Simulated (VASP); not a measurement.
Here is a VASP 6.6.1 calculation.

Contents of POSCAR:

```
Na3OF
1.0
    4.3468197333      0.0000000000      0.0000000000
    0.0000000000      4.3468197333      0.0000000000
    0.0000000000      0.0000000000      4.3468197333
F O Na
1 1 3
Direct
    0.0000000000      0.0000000000      0.0000000000
    0.5000000000      0.5000000000      0.5000000000
    0.5000000000      0.5000000000      0.0000000000
    0.5000000000      0.0000000000      0.5000000000
    0.0000000000      0.5000000000      0.5000000000
```

INCAR.step1

```
SYSTEM = Na3OF
ALGO     = Normal         ! electronic algorithm
EDIFF    = 1E-4           ! SCF threshold, eV
ENCUT    = 520            ! plane-wave cutoff, eV
GGA      = PE             ! functional
ISMEAR   = 0              ! smearing method
LASPH    = .TRUE.         ! aspherical terms in the spheres
LCHARG   = .FALSE.        ! write CHGCAR
LREAL    = .FALSE.        ! projectors in reciprocal space
LWAVE    = .TRUE.         ! write WAVECAR
NBANDS   = 25             ! bands
NELM     = 60             ! most SCF steps
PREC     = Accurate       ! precision mode
SIGMA    = 0.01           ! smearing width, eV
```

The input INCAR.step2:

```
SYSTEM = Na3OF
ALGO     = Normal         ! electronic algorithm
EDIFF    = 1E-6           ! SCF threshold, eV
ENCUT    = 520            ! plane-wave cutoff, eV
ISIF     = 2              ! what is computed and relaxed
ISMEAR   = 0              ! smearing method
ISTART   = 1            
LASPH    = .TRUE.         ! aspherical terms in the spheres
LCHARG   = .FALSE.        ! write CHGCAR
LMIXTAU  = .TRUE.       
LREAL    = .FALSE.        ! projectors in reciprocal space
LWAVE    = .FALSE.        ! write WAVECAR
METAGGA  = R2SCAN         ! meta-GGA
NBANDS   = 25             ! bands
NELM     = 60             ! most SCF steps
PREC     = Accurate       ! precision mode
SIGMA    = 0.01           ! smearing width, eV
```

File KPOINTS:

```
k-points
0
G
  6 6 6
  0 0 0
```

Potentials or basis: VASP PAW PBE potentials, release 64 (F, O, Na_pv).

Command:

```bash
$ cat potpaw_PBE.64/F/POTCAR potpaw_PBE.64/O/POTCAR potpaw_PBE.64/Na_pv/POTCAR > POTCAR
$ cp INCAR.step1 INCAR
$ mpirun -np 1 vasp_std > vasp.out
$ cp INCAR.step2 INCAR
$ mpirun -np 1 vasp_std > vasp.out
```

(1) Predict the band gap on the k mesh.

(2) Estimate the pressure.

Answers

(1) 2.43 eV.

(2) -0.2 GPa.

Caveat: the PAW data sets were made with another functional, which shifts forces and pressure a little.
